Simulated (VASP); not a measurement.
## Cu: single point with PBEsol+D4

The system is Cu.

```
Cu
1.0
     0.00000    1.78500    1.78500
     1.78500    0.00000    1.78500
     1.78500    1.78500    0.00000
Cu
1
Cartesian
  0.0000 0.0000 0.0000
```

```json
{"Program": "VASP 6.6.1", "Task": "single point", "Functional": "PBEsol", "Dispersion": "D4", "Potentials or basis": "VASP PAW PBE potentials, release 64 (Cu)", "Cutoff": "600 eV", "k mesh": "8 × 8 × 8", "Occupations": "gaussian, width 0.1 eV", "Spin": "no spin polarisation", "Dipole correction": "no", "Further INCAR settings": "ALGO = Normal; EDIFF = 1e-06; NBANDS = 12"}
```

```json
{
 "Pressure": "-3.4 GPa",
 "Band gap on the k mesh": "zero (an odd number of electrons rules out a gap without spin polarisation)",
 "Dispersion energy per atom": "-0.335 eV"
}
```

Levels at points of the mesh, in eV from the Fermi level:
```tsv
k point	band 4	band 5	band 6	band 7	band 8	band 9
(0.00, 0.00, 0.00)	-3.07	-2.19	-2.19	22.94	25.85	25.85
(0.50, 0.00, 0.00)	-1.59	-1.59	-1.09	4.00	21.42	22.67
(0.50, 0.50, 0.00)	-1.44	-1.44	1.49	7.43	13.39	13.39
```

It took 5.3 s on 1 thread of AMD EPYC 7R43 64-Core Processor (Zen 3) (shared host), peak memory 0.09 GiB.

Caveat: the k points lie up to 0.38 Å⁻¹ apart, too coarse for converged energies and pressures of a metal; the PAW data sets were made with another functional, which shifts forces and pressure a little.
